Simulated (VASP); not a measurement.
Input of a VASP 6.6.1 run:

File INCAR:

```
ALGO = Normal
EDIFF = 1E-7
ENCUT = 520
GGA = CA
ISIF = 2
ISMEAR = -1
LASPH = T
LCHARG = F
LREAL = F
LWAVE = F
NBANDS = 12
NELM = 80
PREC = Accurate
SIGMA = 0.05
```

File KPOINTS:

```
k-points
0
Gamma
  17 17 17
```

POSCAR

```
Sc
1.0
   -1.5942414741      1.5942414741      1.5942414741
    1.5942414741     -1.5942414741      1.5942414741
    1.5942414741      1.5942414741     -1.5942414741
Sc
1
Direct
    0.0000000000      0.0000000000      0.0000000000
```

Potentials or basis: VASP PAW LDA potentials, release 64 (Sc_sv).

Command:

```console
$ cat potpaw_LDA.64/Sc_sv/POTCAR > POTCAR
$ mpirun -np 1 vasp_std > vasp.out
```

Question: Predict the pressure.

Answer: 32.4 GPa.
